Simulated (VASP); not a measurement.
# LiTa12 in VASP: single point with PBE

Aim: the single point of LiTa12 with PBE.

Program: VASP 6.6.1. These are calculated values, not measurements. Logs are shortened: lines on timing, memory, paths and dates and some standing lists are left out, and cuts for length are marked.

### Step 1. The cell of the first run

The cell holds a slab with vacuum, 13 atoms: a = 5.749 Å, b = 5.749 Å, c = 20.027 Å, α = 90.00°, β = 90.00°, γ = 109.47°.

### Step 2. Single point, PBE

INCAR reads:

```
SYSTEM = LiTa12
PREC = Accurate
ENCUT = 520
EDIFF = 1E-7
ISMEAR = 0
SIGMA = 0.1
LREAL = .FALSE.
LASPH = .TRUE.
NELM = 80
ALGO = Normal
ISIF = 2
LWAVE = .FALSE.
LCHARG = .FALSE.
LDIPOL = .TRUE.
IDIPOL = 3
DIPOL = 0.5 0.5 0.331
GGA = PE
NBANDS = 80
```

KPOINTS reads:

```
Automatic mesh
0
G
  5 5 1
  0 0 0
```

POSCAR reads:

```
LiTa12
1.0
    5.7486197044      0.0000000000      0.0000000000
   -1.9162065681      5.4198506339      0.0000000000
    0.0000000000      0.0000000000     20.0266897310
Ta Li
12 1
Direct
    0.2500000000      0.2500000000      0.1997334584
    0.2500000000      0.7500000000      0.1997334584
    0.7500000000      0.2500000000      0.1997334584
    0.7500000000      0.7500000000      0.1997334584
    0.0000000000      0.0000000000      0.3127671385
    0.0000000000      0.5000000000      0.3127671385
    0.5000000000      0.0000000000      0.3127671385
    0.5000000000      0.5000000000      0.3127671385
    0.2500000000      0.2500000000      0.4257663071
    0.2500000000      0.7500000000      0.4257663071
    0.7500000000      0.2500000000      0.4257663071
    0.7500000000      0.7500000000      0.4257663071
    0.3333333333      0.6666666667      0.5537510712
```

Potentials or basis: VASP PAW PBE potentials, release 64 (Ta_pv, Li_sv).

Started as:

```bash
$ cat potpaw_PBE.64/Ta_pv/POTCAR potpaw_PBE.64/Li_sv/POTCAR > POTCAR
$ mpirun -np 1 vasp_std > vasp.out
```

OUTCAR:

```text
SYSTEM = LiTa12
   PREC = Accurate
   ENCUT = 520
   EDIFF = 1E-7
   ISMEAR = 0
   LREAL = .FALSE.
   LASPH = .TRUE.
   NELM = 80
   ISIF = 2
   GGA = PE

 ion  position               nearest neighbor table
   1  0.250  0.250  0.200-   5 2.81   8 2.81   2 2.87   2 2.87   3 2.87   3 2.87   7 3.26   6 3.26
                             4 3.32   4 3.32
   2  0.250  0.750  0.200-   6 2.81   7 2.81   1 2.87   1 2.87   4 2.87   4 2.87   5 3.26   8 3.26
                             3 3.32   3 3.32
   3  0.750  0.250  0.200-   6 2.81   7 2.81   4 2.87   4 2.87   1 2.87   1 2.87   5 3.26   8 3.26
                             2 3.32   2 3.32
   4  0.750  0.750  0.200-   5 2.81   8 2.81   3 2.87   3 2.87   2 2.87   2 2.87   7 3.26   6 3.26
                             1 3.32   1 3.32
   5  0.000  0.000  0.313-   9 2.81  12 2.81   1 2.81   4 2.81   6 2.87   6 2.87   7 2.87   7 2.87
                            11 3.26  10 3.26   3 3.26   2 3.26   8 3.32   8 3.32
   6  0.000  0.500  0.313-  10 2.81  11 2.81   2 2.81   3 2.81   5 2.87   5 2.87   8 2.87   8 2.87
                             9 3.26  12 3.26   1 3.26   4 3.26   7 3.32   7 3.32
   7  0.500  0.000  0.313-  10 2.81  11 2.81   2 2.81   3 2.81   8 2.87   8 2.87   5 2.87   5 2.87
                             9 3.26  12 3.26   1 3.26   4 3.26   6 3.32   6 3.32
   8  0.500  0.500  0.313-   9 2.81  12 2.81   1 2.81   4 2.81   7 2.87   7 2.87   6 2.87   6 2.87
                            11 3.26  10 3.26   3 3.26   2 3.26   5 3.32   5 3.32
   9  0.250  0.250  0.426-   5 2.81   8 2.81  10 2.87  10 2.87  11 2.87  11 2.87   7 3.26   6 3.26
                            12 3.32  12 3.32
  10  0.250  0.750  0.426-  13 2.68   7 2.81   6 2.81   9 2.87   9 2.87  12 2.87  12 2.87   8 3.26
                             5 3.26  11 3.32  11 3.32
  11  0.750  0.250  0.426-   6 2.81   7 2.81  12 2.87  12 2.87   9 2.87   9 2.87   5 3.26   8 3.26
                            10 3.32  10 3.32
  12  0.750  0.750  0.426-   5 2.81   8 2.81  11 2.87  11 2.87  10 2.87  10 2.87   7 3.26   6 3.26
                             9 3.32   9 3.32
  13  0.333  0.667  0.554-  10 2.68

  LATTYP: Found a base centered orthorhombic cell.
 ALAT       =     6.6379342676
 B/A-ratio  =     1.4142135624
 C/A-ratio  =     3.0170063341

  Lattice vectors:

 A1 = (   5.7486197044,   0.0000000000,   0.0000000000)
 A2 = (  -1.9162065681,   5.4198506339,   0.0000000000)
 A3 = (   0.0000000000,   0.0000000000,  20.0266897310)

Analysis of symmetry for initial positions (statically):
=====================================================================
 Subroutine PRICEL returns:
 Original cell was already a primitive cell.

 Routine SETGRP: Setting up the symmetry group for a
 base centered orthorhombic supercell.

 Subroutine GETGRP returns: Found  2 space group operations
 (whereof  2 operations were pure point group operations)
 out of a pool of  8 trial point group operations.

The static configuration has the point symmetry C_1h.

Analysis of symmetry for dynamics (positions and initial velocities):
=====================================================================
 Subroutine PRICEL returns:
 Original cell was already a primitive cell.

 Routine SETGRP: Setting up the symmetry group for a
 base centered orthorhombic supercell.

 Subroutine GETGRP returns: Found  2 space group operations
 (whereof  2 operations were pure point group operations)
 out of a pool of  8 trial point group operations.

The dynamic configuration has the point symmetry C_1h.

 Subroutine INISYM returns: Found  2 space group operations
 (whereof  2 operations are pure point group operations),
 and found     1 'primitive' translations

----------------------------------------------------------------------------------------

                                     Primitive cell

  volume of cell :     623.9648

  direct lattice vectors                    reciprocal lattice vectors
     5.748619704  0.000000000  0.000000000     0.173954802  0.061502310  0.000000000
    -1.916206568  5.419850634  0.000000000     0.000000000  0.184506930  0.000000000
     0.000000000  0.000000000 20.026689731     0.000000000  0.000000000  0.049933365

  length of vectors
     5.748619704  5.748619704 20.026689731     0.184506930  0.184506930  0.049933365

  position of ions in fractional coordinates (direct lattice)
     0.250000000  0.250000000  0.199733458
     0.250000000  0.750000000  0.199733458
     0.750000000  0.250000000  0.199733458
     0.750000000  0.750000000  0.199733458
     0.000000000  0.000000000  0.312767138
     1.000000000  0.500000000  0.312767138
     0.500000000  0.000000000  0.312767138
[... 53 lines left out ...]
  0.400000  0.000000  0.000000      4.000000
  0.200000  0.200000  0.000000      2.000000
  0.400000  0.200000  0.000000      4.000000
 -0.400000  0.200000  0.000000      4.000000
 -0.200000  0.200000  0.000000      2.000000
  0.400000  0.400000  0.000000      2.000000
 -0.400000  0.400000  0.000000      2.000000
   k-points           NKPTS =      9   k-points in BZ     NKDIM =      9   number of bands    NBANDS=     80
   number of dos      NEDOS =    301   number of ions     NIONS =     13
   total plane-waves  NPLWV = 345600
   dimension x,y,z NGX =    48 NGY =   48 NGZ =  150
   dimension x,y,z NGXF=    96 NGYF=   96 NGZF=  300
   ions per type =              12   1
   NGX,Y,Z   is equivalent  to a cutoff of  13.88, 13.88, 12.45 a.u.
   NGXF,Y,Z  is equivalent  to a cutoff of  27.76, 27.76, 24.90 a.u.
 SYSTEM =  LiTa12
   PREC   = accura    normal or accurate (medium, high low for compatibility)
   ISTART =      0    job   : 0-new  1-cont  2-samecut
   ICHARG =      2    charge: 1-file 2-atom 10-const
   ISPIN  =      1    spin polarized calculation?
   LNONCOLLINEAR =      F non collinear calculations
   LSORBIT =      F    spin-orbit coupling
   LASPH  =      T    aspherical Exc in radial PAW
   ENCUT  =  520.0 eV  38.22 Ry    6.18 a.u.  10.69 10.69 37.24*2*pi/ulx,y,z
   NELM   =     80;   NELMIN=  2; NELMDL= -5     # of ELM steps
   EDIFF  = 0.1E-06   stopping-criterion for ELM
   LREAL  =      F    real-space projection
   EDIFFG = 0.1E-05   stopping-criterion for IOM
   NSW    =      0    number of steps for IOM
   IBRION =     -1    ionic relax: 0-MD 1-quasi-New 2-CG
   NFREE  =      0    steps in history (QN), initial steepest desc. (CG)
   ISIF   =      2    stress and relaxation
   ISYM   =      2    0-nonsym 1-usesym 2-fastsym
   POTIM  = 0.5000    time-step for ionic-motion
   TEBEG  =    0.0;   TEEND  =   0.0 temperature during run
   PSTRESS=    0.0 pullay stress
   NELECT =     135.0000    total number of electrons
   NUPDOWN=      -1.0000    fix difference up-down
   EMIN   =  10.00;   EMAX   =-10.00  energy-range for DOS
   EFERMI =   0.00;   METHOD = LEGACY
   ISMEAR =     0;   SIGMA  =   0.10  broadening in eV -4-tet -1-fermi 0-gaus
   EFERMI_NEDOS =   21; number of points for ismear=-14 and -15
   IALGO  =     38    algorithm
   IMIX   =      4    mixing-type and parameters
     AMIX     =   0.40;   BMIX     =  1.00
     AMIX_MAG =   1.60;   BMIX_MAG =  1.00
  volume/ion in A,a.u.               =      48.00       323.90
  Fermi-wavevector in a.u.,A,eV,Ry     =   0.982802  1.857227 13.141866  0.965900
  Thomas-Fermi vector in A             =   2.113912
   LORBIT       =      0    0 simple, 1 ext, 2 COOP (PROOUT), +10 PAW based schemes
   GGA     = PE    functional components
   LHFCALC =     F    Hartree Fock is set to
   AEXX    =    0.0000 exact exchange contribution
   IVDW    =     0    specifies the selected vdW correction
   LEPSILON=     F    determine dielectric tensor
   LRPA    =     F    only Hartree local field effects (RPA)
 non-spin polarized calculation
 Gauss-broadening in eV      SIGMA  =   0.10
  energy-cutoff  :      520.00
  volume of cell :      623.96
 maximum number of plane-waves:     16835
 NGX is ok and might be reduce to    48
   NGX = 21   NGY = 21   NGZ = 75

 dipolmoment           0.000000      0.000000      0.409858 electrons x Angstroem

 number of electron     134.9999984 magnetization

 dipolmoment           0.000000      0.000000     -0.443192 electrons x Angstroem

 Free energy of the ion-electron system (eV)
  ---------------------------------------------------
  ext. energy  EPLUGINS =         0.00000000
  ---------------------------------------------------
  free energy    TOTEN  =      -134.96488197 eV

  energy without entropy =     -134.88263184  energy(sigma->0) =     -134.92375690

 E-fermi :  -0.1538     XC(G=0):  -5.7100

 val. band max:       -0.1594565426   @ k =  -0.4000   0.2000   0.0000
 cond. band min:      -0.1034113976   @ k =   0.4000   0.4000   0.0000
 fundamental gap:      0.0560451450
 Fermi energy:        -0.1538395632

 k-point     1 :       0.0000    0.0000    0.0000
  band No.  band energies     occupation
      1     -48.0503      2.00000
      2     -34.7198      2.00000
      3     -34.7020      2.00000
      4     -34.6910      2.00000
      5     -34.6809      2.00000
      6     -34.6303      2.00000
[... 727 lines left out ...]
     78       1.1846      0.00000
     79       1.2514      0.00000
 [bands above 79 left out]

------------------------ aborting loop because EDIFF is reached ----------------------------------------

 vacuum level on the upper side and lower side of the slab       (xc-potential included)        -1.538         1.044

  FORCE on cell =-STRESS in cart. coord.  units (eV):
  Direction    XX          YY          ZZ          XY          YZ          ZX
  --------------------------------------------------------------------------------------
  -------------------------------------------------------------------------------------
  Total      -13.2851424    -12.9540770      2.1796507      0.4681971     -0.2985683      0.4222396
  in kB      -34.1127498    -33.2626611      5.5967694      1.2022069     -0.7666448      1.0842001
  external PRESSURE =     -20.5928805 kB  Pullay stress =       0.0000000 kB

 VOLUME and BASIS-vectors are now :
 -----------------------------------------------------------------------------
  energy-cutoff  :      520.00
  volume of cell :      623.96
      direct lattice vectors                 reciprocal lattice vectors
     5.748619704  0.000000000  0.000000000     0.173954802  0.061502310  0.000000000
    -1.916206568  5.419850634  0.000000000     0.000000000  0.184506930  0.000000000
     0.000000000  0.000000000 20.026689731     0.000000000  0.000000000  0.049933365

 POSITION                                       TOTAL-FORCE (eV/Angst)
 -----------------------------------------------------------------------------------
      0.95810      1.35496      4.00000        -0.006420     -0.011107     -0.010687
      0.00000      4.06489      4.00000         0.003115     -0.002203     -0.014723
      3.83241      1.35496      4.00000        -0.002619      0.001852     -0.012385
      2.87431      4.06489      4.00000         0.008331      0.009755     -0.010687
      0.00000      0.00000      6.26369        -0.030941      0.021879     -0.280737
     -0.95810      2.70993      6.26369        -0.034158     -0.043603     -0.218751
      2.87431      0.00000      6.26369         0.029723      0.046739     -0.218751
      1.91621      2.70993      6.26369         0.027430     -0.019396     -0.179632
      0.95810      1.35496      8.52669        -0.028860      0.085084      0.474289
      0.00000      4.06489      8.52669        -0.098932      0.069955     -0.583794
      3.83241      1.35496      8.52669         0.061131     -0.043226      0.580889
      2.87431      4.06489      8.52669        -0.089838     -0.001152      0.474289
      0.63874      3.61323     11.08980         0.162037     -0.114578      0.000680
 -----------------------------------------------------------------------------------
    total drift:                               -0.000024      0.000017     -0.000159

  FREE ENERGIE OF THE ION-ELECTRON SYSTEM (eV)
  ---------------------------------------------------
  free  energy   TOTEN  =      -134.9648819726 eV

  energy  without entropy=     -134.8826318352  energy(sigma->0) =     -134.92375690

 vacuum level on the upper side and lower side of the slab         1.771         4.424
```

It took 48 min on 1 thread of Intel Xeon 8259CL, shared host; peak memory 0.9 GiB.

What came out:

| Quantity | Value |
| --- | --- |
| Free energy | -134.9649 eV |
| Largest force | 0.596 eV/Å |
| Band gap on the k mesh | zero (an odd number of electrons rules out a gap without spin polarisation) |

Forces on the atoms (eV/Å):
```
Ta  -0.006 -0.011 -0.011
Ta   0.003 -0.002 -0.015
Ta  -0.003  0.002 -0.012
Ta   0.008  0.010 -0.011
Ta  -0.031  0.022 -0.281
Ta  -0.034 -0.044 -0.219
Ta   0.030  0.047 -0.219
Ta   0.027 -0.019 -0.180
Ta  -0.029  0.085  0.474
Ta  -0.099  0.070 -0.584
Ta   0.061 -0.043  0.581
Ta  -0.090 -0.001  0.474
Li   0.162 -0.115  0.001
```

Levels at points of the mesh, in eV from the Fermi level:
```
           k point  band 65  band 66  band 67  band 68  band 69  band 70
(0.00, 0.00, 0.00)     0.26     0.34     0.36     0.56     0.86     0.98
```

Caveat: the cutoff is under 1.25 times the usual one of these potentials, so pressure, stress and relaxed cells hold a basis-set (Pulay) error; spin-orbit coupling is left out, which moves the levels of the heavy elements.

The gap in the log of VASP goes by the Fermi energy; the results here count the filled bands.